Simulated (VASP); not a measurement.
# SnS (Pnma) in VASP: further runs, part 2 of 2

VASP 6.6.1.

### 3 Single point, PBE (27.18 Å³/atom)

This run uses another cell than the first one, of 27.18 Å³/atom.

INCAR reads:

```
SYSTEM = SnS
PREC = Accurate ; ENCUT = 500
EDIFF = 1E-6 ; ISMEAR = 0
SIGMA = 0.02 ; LREAL = .FALSE.
LASPH = .TRUE. ; NELM = 120
ALGO = Normal ; ISIF = 2
LWAVE = .FALSE. ; LCHARG = .FALSE.
GGA = PE ; NBANDS = 50
GGA_COMPAT = .FALSE.
```

KPOINTS reads:

```
regular mesh
0
G
  4 8 6
  0 0 0
```

POSCAR reads:

```
SnS
1.0
   11.7673247038      0.0000000000      0.0000000000
    0.0000000000      4.0263324995      0.0000000000
    0.0000000000      0.0000000000      4.5888521183
Sn S
4 4
Direct
    0.1255509702      0.2500000000      0.1379370220
    0.3744490298      0.7500000000      0.6379370220
    0.6255509702      0.2500000000      0.3620629780
    0.8744490298      0.7500000000      0.8620629780
    0.8462123188      0.2500000000      0.4817722672
    0.6537876812      0.7500000000      0.9817722672
    0.3462123188      0.2500000000      0.0182277328
    0.1537876812      0.7500000000      0.5182277328
```

Potentials or basis: VASP PAW PBE potentials, release 64 (Sn_d, S).

Started as:

```
> cat potpaw_PBE.64/Sn_d/POTCAR potpaw_PBE.64/S/POTCAR > POTCAR
> mpirun -np 1 vasp_std > vasp.out
```

OUTCAR:

```text
SYSTEM = SnS
   PREC = Accurate
   ENCUT = 500
   EDIFF = 1E-6
   ISMEAR = 0
   LREAL = .FALSE.
   LASPH = .TRUE.
   NELM = 120
   ISIF = 2
   GGA = PE

 ion  position               nearest neighbor table
   1  0.126  0.250  0.138-   7 2.65   8 2.68   8 2.68
   2  0.374  0.750  0.638-   8 2.65   7 2.68   7 2.68
   3  0.626  0.250  0.362-   5 2.65   6 2.68   6 2.68
   4  0.874  0.750  0.862-   6 2.65   5 2.68   5 2.68
   5  0.846  0.250  0.482-   3 2.65   4 2.68   4 2.68
   6  0.654  0.750  0.982-   4 2.65   3 2.68   3 2.68
   7  0.346  0.250  0.018-   1 2.65   2 2.68   2 2.68
   8  0.154  0.750  0.518-   2 2.65   1 2.68   1 2.68

  LATTYP: Found a simple orthorhombic cell.
 ALAT       =     4.0263324995
 B/A-ratio  =     1.1397101752
 C/A-ratio  =     2.9225913919

  Lattice vectors:

 A1 = (   0.0000000000,   4.0263324995,   0.0000000000)
 A2 = (   0.0000000000,   0.0000000000,   4.5888521183)
 A3 = (  11.7673247038,   0.0000000000,   0.0000000000)

Analysis of symmetry for initial positions (statically):
=====================================================================
 Subroutine PRICEL returns:
 Original cell was already a primitive cell.

 Routine SETGRP: Setting up the symmetry group for a
 simple orthorhombic supercell.

 Subroutine GETGRP returns: Found  8 space group operations
 (whereof  2 operations were pure point group operations)
 out of a pool of  8 trial point group operations.

The static configuration has the point symmetry S_2 .
 The point group associated with its full space group is D_2h.

Analysis of symmetry for dynamics (positions and initial velocities):
=====================================================================
 Subroutine PRICEL returns:
 Original cell was already a primitive cell.

 Routine SETGRP: Setting up the symmetry group for a
 simple orthorhombic supercell.

 Subroutine GETGRP returns: Found  8 space group operations
 (whereof  2 operations were pure point group operations)
[... 134 lines left out ...]
     AMIX     =   0.40;   BMIX     =  1.00
     AMIX_MAG =   1.60;   BMIX_MAG =  1.00
  volume/ion in A,a.u.               =      27.18       183.40
  Fermi-wavevector in a.u.,A,eV,Ry     =   1.173116  2.216868 18.724358  1.376202
  Thomas-Fermi vector in A             =   2.309534
   LORBIT       =      0    0 simple, 1 ext, 2 COOP (PROOUT), +10 PAW based schemes
   GGA     = PE    functional components
   LHFCALC =     F    Hartree Fock is set to
   AEXX    =    0.0000 exact exchange contribution
   IVDW    =     0    specifies the selected vdW correction
   LEPSILON=     F    determine dielectric tensor
   LRPA    =     F    only Hartree local field effects (RPA)
 non-spin polarized calculation
 Gauss-broadening in eV      SIGMA  =   0.02
  energy-cutoff  :      500.00
  volume of cell :      217.42
 maximum number of plane-waves:      5540
 NGX is ok and might be reduce to    90
   NGX = 43   NGY = 15   NGZ = 17

 number of electron      80.0000036 magnetization

 Free energy of the ion-electron system (eV)
  ---------------------------------------------------
  ext. energy  EPLUGINS =         0.00000000
  ---------------------------------------------------
  free energy    TOTEN  =       -35.42067327 eV

  energy without entropy =      -35.42067327  energy(sigma->0) =      -35.42067327

 E-fermi :   4.8222     XC(G=0):  -9.2570

 val. band max:        4.6699435775   @ k =   0.0000   0.0000   0.3333
 cond. band min:       5.8562247867   @ k =   0.0000   0.3750   0.0000
 fundamental gap:      1.1862812092
 Fermi energy:         4.8221814456

 k-point     1 :       0.0000    0.0000    0.0000
  band No.  band energies     occupation
      1     -16.2931      2.00000
      2     -16.2877      2.00000
      3     -16.2783      2.00000
      4     -16.2757      2.00000
      5     -16.2722      2.00000
      6     -16.2706      2.00000
[... 1261 lines left out ...]
     49       9.2596      0.00000
     50       9.2597      0.00000

 [... further k-points ...]
[... 5 lines left out ...]
  --------------------------------------------------------------------------------------
  -------------------------------------------------------------------------------------
  Total       -1.3269205     -1.3112042     -1.2766277      0.0000000      0.0000000      0.0000000
  in kB       -9.7783157     -9.6624994     -9.4076991      0.0000000      0.0000000      0.0000000
  external PRESSURE =      -9.6161714 kB  Pullay stress =       0.0000000 kB

 VOLUME and BASIS-vectors are now :
 -----------------------------------------------------------------------------
  energy-cutoff  :      500.00
  volume of cell :      217.42
      direct lattice vectors                 reciprocal lattice vectors
    11.767324704  0.000000000  0.000000000     0.084981083  0.000000000  0.000000000
     0.000000000  4.026332499  0.000000000     0.000000000  0.248364982  0.000000000
     0.000000000  0.000000000  4.588852118     0.000000000  0.000000000  0.217919422

 POSITION                                       TOTAL-FORCE (eV/Angst)
 -----------------------------------------------------------------------------------
      1.47740      1.00658      0.63297        -0.005480      0.000000     -0.007375
      4.40626      3.01975      2.92740         0.005480      0.000000     -0.007375
      7.36106      1.00658      1.66145        -0.005480     -0.000000      0.007375
     10.28993      3.01975      3.95588         0.005480     -0.000000      0.007375
      9.95766      1.00658      2.21078         0.002965     -0.000000     -0.006704
      7.69333      3.01975      4.50521        -0.002965     -0.000000     -0.006704
      4.07399      1.00658      0.08364         0.002965     -0.000000      0.006704
      1.80967      3.01975      2.37807        -0.002965      0.000000      0.006704
 -----------------------------------------------------------------------------------
    total drift:                                0.000000      0.000000     -0.000000

  FREE ENERGIE OF THE ION-ELECTRON SYSTEM (eV)
  ---------------------------------------------------
  free  energy   TOTEN  =       -35.4206732715 eV

  energy  without entropy=      -35.4206732715  energy(sigma->0) =      -35.42067327
```

Wall time 15 min (1 thread of Oxide Virtual Turin-like, shared host); peak memory 0.53 GiB.

Results:

```yaml
Free_energy: -35.4207 eV
Pressure: -1.0 GPa
Largest_force: 0.009 eV/Å
Band_gap_on_the_k_mesh: 1.19 eV (least direct gap 1.47 eV)
```

Forces in eV/Å, atoms in the order of the input:
```
Sn  -0.005  0.000 -0.007
Sn   0.005  0.000 -0.007
Sn  -0.005  0.000  0.007
Sn   0.005  0.000  0.007
S    0.003  0.000 -0.007
S   -0.003  0.000 -0.007
S    0.003  0.000  0.007
S   -0.003  0.000  0.007
```

Levels at points of the mesh, in eV from the valence-band top:
```csv
k point,band 36,band 37,band 38,band 39,band 40,band 41,band 42,band 43,band 44,band 45
"(0.00, 0.00, 0.00)",-1.69,-1.49,-0.88,-0.45,-0.14,1.39,3.03,3.05,3.08,3.48
"(0.50, 0.00, 0.00)",-1.65,-1.62,-1.62,-0.26,-0.26,2.66,2.66,2.90,2.90,3.92
"(0.00, 0.50, 0.00)",-1.73,-0.83,-0.83,-0.70,-0.70,1.65,1.65,1.69,1.69,2.72
"(0.50, 0.50, 0.00)",-1.96,-0.86,-0.86,-0.86,-0.86,1.82,1.82,1.82,1.82,3.01
"(0.00, 0.00, 0.50)",-1.50,-0.69,-0.69,-0.01,-0.01,1.81,1.81,2.18,2.18,3.04
"(0.50, 0.00, 0.50)",-1.82,-0.55,-0.55,-0.01,-0.01,1.82,1.82,2.18,2.18,3.07
"(0.00, 0.50, 0.50)",-2.87,-1.73,-1.73,-0.96,-0.96,3.05,3.05,3.15,3.15,4.57
"(0.50, 0.50, 0.50)",-3.20,-1.19,-1.19,-1.19,-1.19,3.00,3.00,3.00,3.00,4.36
```

Caveat: spin-orbit coupling is left out, which moves the levels of the heavy elements.
